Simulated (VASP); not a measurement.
# MoS2 (P-1) in VASP: further runs, part 2 of 2

VASP 6.6.1.

## 3. Electric field gradients, PBE (equal xy, yz and zx shear strains of +2 %)

Input file INCAR:

```
SYSTEM = MoS2
  PREC = Accurate
  ENCUT = 520
  EDIFF = 1E-8
  ISMEAR = -1
  SIGMA = 0.03
  LREAL = .False.
  LASPH = .True.
  NELM = 80
  ALGO = Normal
  ISIF = 2
  LWAVE = .False.
  LCHARG = .False.
  GGA = PE
  LEFG = .True.
  NBANDS = 35
```

Input file KPOINTS:

```
Automatic mesh
0
Gamma
  10 10 3
  0 0 0
```

Input file POSCAR:

```
MoS2
1.0
    3.1610016016      0.0316100160      0.0316100160
   -1.5531257239      2.7217026804      0.0115700689
    0.1229500000      0.1229500000     12.2950000000
Mo S
2 4
Direct
    0.3333333333      0.6666666667      0.2500000000
    0.6666666667      0.3333333333      0.7500000000
    0.3333333333      0.6666666667      0.6275000000
    0.6666666667      0.3333333333      0.1275000000
    0.3333333333      0.6666666667      0.8725000000
    0.6666666667      0.3333333333      0.3725000000
```

Potentials or basis: VASP PAW PBE potentials, release 64 (Mo_sv, S).

Run with:

```bash
$ cat potpaw_PBE.64/Mo_sv/POTCAR potpaw_PBE.64/S/POTCAR > POTCAR
$ mpirun -np 1 vasp_std > vasp.out
```

OUTCAR:

```text
SYSTEM = MoS2
   PREC = Accurate
   ENCUT = 520
   EDIFF = 1E-8
   ISMEAR = -1
   LREAL = .False.
   LASPH = .True.
   NELM = 80
   ISIF = 2
   GGA = PE

 ion  position               nearest neighbor table
   1  0.333  0.667  0.250-   4 2.34   4 2.35   6 2.35   6 2.36   6 2.39   4 2.41
   2  0.667  0.333  0.750-   5 2.34   5 2.35   3 2.35   3 2.36   3 2.39   5 2.41
   3  0.333  0.667  0.627-   2 2.35   2 2.36   2 2.39
   4  0.667  0.333  0.127-   1 2.34   1 2.35   1 2.41
   5  0.333  0.667  0.873-   2 2.34   2 2.35   2 2.41
   6  0.667  0.333  0.373-   1 2.35   1 2.36   1 2.39

  LATTYP: Found a triclinic cell.
 ALAT       =     5.4755628510
 B/A-ratio  =     0.5723042227
[... 1155 lines left out ...]
   3      28.738    33.040   -61.779    -1.693     3.121     4.473
   4      33.023    28.948   -61.972     2.491     5.779     4.425
   5      33.023    28.948   -61.972     2.491     5.779     4.425
   6      28.738    33.040   -61.779    -1.693     3.121     4.473
---------------------------------------------------------------------

 Electric field gradients after diagonalization (V/A^2)
 (convention: |V_zz| > |V_xx| > |V_yy|)
----------------------------------------------------------------------
 ion       V_xx      V_yy      V_zz     asymmetry (V_yy - V_xx)/ V_zz
----------------------------------------------------------------------
   1      60.970    36.233   -97.203       0.254
   2      60.970    36.233   -97.203       0.254
   3      33.738    28.363   -62.102       0.087
   4      34.730    27.792   -62.521       0.111
   5      34.730    27.792   -62.521       0.111
   6      33.738    28.363   -62.102       0.087
----------------------------------------------------------------------

           NMR quadrupolar parameters

 Cq : quadrupolar parameter    Cq=e*Q*V_zz/h
 eta: asymmetry parameters     (V_yy - V_xx)/ V_zz
 Q  : nuclear electric quadrupole moment in mb (millibarn)
----------------------------------------------------------------------
 ion       Cq(MHz)       eta       Q (mb)
----------------------------------------------------------------------
   1      -0.235       0.254       1.000
   2      -0.235       0.254       1.000
   3      -0.150       0.087       1.000
   4      -0.151       0.111       1.000
   5      -0.151       0.111       1.000
   6      -0.150       0.087       1.000
----------------------------------------------------------------------
```

OSZICAR:

```text
N       E                     dE             d eps       ncg     rms          rms(c)
DAV:   1     0.447213292720E+03    0.44721E+03   -0.29460E+04 11744   0.141E+03
DAV:   2    -0.230054159181E+02   -0.47022E+03   -0.45481E+03 12766   0.369E+02
DAV:   3    -0.457762046971E+02   -0.22771E+02   -0.22345E+02 12919   0.742E+01
DAV:   4    -0.462404967679E+02   -0.46429E+00   -0.46295E+00 12710   0.108E+01
DAV:   5    -0.462494319373E+02   -0.89352E-02   -0.89335E-02 12571   0.150E+00    0.376E+01
DAV:   6    -0.440218935189E+02    0.22275E+01   -0.11639E+01 11710   0.218E+01    0.133E+01
DAV:   7    -0.437038168638E+02    0.31808E+00   -0.44581E+00 11272   0.134E+01    0.871E+00
DAV:   8    -0.434124694677E+02    0.29135E+00   -0.71894E-01 11578   0.579E+00    0.290E+00
DAV:   9    -0.434208737990E+02   -0.84043E-02   -0.81811E-02 12424   0.141E+00    0.127E+00
DAV:  10    -0.434149401502E+02    0.59336E-02   -0.29060E-02 11711   0.113E+00    0.386E-01
DAV:  11    -0.434149471893E+02   -0.70391E-05   -0.15866E-03 11677   0.229E-01    0.176E-01
DAV:  12    -0.434147844773E+02    0.16271E-03   -0.47821E-04 11755   0.124E-01    0.827E-02
DAV:  13    -0.434148031551E+02   -0.18678E-04   -0.12766E-04 12064   0.520E-02    0.817E-03
DAV:  14    -0.434148058332E+02   -0.26781E-05   -0.91361E-06 12471   0.149E-02    0.102E-02
DAV:  15    -0.434148066023E+02   -0.76911E-06   -0.20402E-06 11564   0.621E-03    0.706E-03
DAV:  16    -0.434148065994E+02    0.28740E-08   -0.47948E-07 12778   0.448E-03    0.856E-04
DAV:  17    -0.434148066196E+02   -0.20179E-07   -0.41194E-08 10637   0.108E-03    0.357E-04
DAV:  18    -0.434148066125E+02    0.71013E-08   -0.40250E-09  7606   0.322E-04
   1 F= -.43414807E+02 E0= -.43414807E+02  d E =-.150036E-07
```

It took 17 min on 1 thread of Oxide Virtual Turin-like, shared host; peak memory 0.5 GiB.

Results:

- Free energy: -43.4148 eV
- Pressure: 8.9 GPa
- Largest force: 1.337 eV/Å
- Band gap on the k mesh: 0.85 eV (least direct gap 1.82 eV)
- Largest electric field gradient by atom: Mo -97.2; S -62.1, -62.5 (each value once) V/Å²

Forces on the atoms (eV/Å):
```
Mo  -0.150  0.006  0.032
Mo   0.150 -0.006 -0.032
S    0.244  0.322 -1.205
S    0.395  0.316 -1.238
S   -0.395 -0.316  1.238
S   -0.244 -0.322  1.205
```

Levels at points of the mesh, in eV from the valence-band top:
```
           k point  band 24  band 25  band 26  band 27  band 28  band 29
(0.00, 0.00, 0.00)    -1.32    -1.12     0.00     1.87     1.89     2.05
(0.50, 0.00, 0.00)    -1.79    -1.62    -1.46     1.40     1.45     1.90
(0.00, 0.50, 0.00)    -1.88    -1.57    -1.43     1.39     1.43     1.93
(0.50, 0.50, 0.00)    -1.98    -1.53    -1.39     1.41     1.44     1.92
```

Electric field gradients, principal values (V/Å²):
```tsv
atom	least	middle	greatest (by size)
1 Mo	36.233	60.970	-97.203
2 Mo	36.233	60.970	-97.203
3 S	28.363	33.738	-62.102
4 S	27.792	34.730	-62.521
5 S	27.792	34.730	-62.521
6 S	28.363	33.738	-62.102
```

Caveat: the cell differs from its parent crystal (equal xy, yz and zx shear strains of +2 %); the cell stands under pressure; without QUAD_EFG the Cq values of the log hold for a quadrupole moment of 1 mb, not for the nuclei; an odd mesh through Γ misses points on the zone boundary, where band edges can lie; forces of over 1 eV/Å act on the atoms, so gaps and moduli don't describe the material at rest.
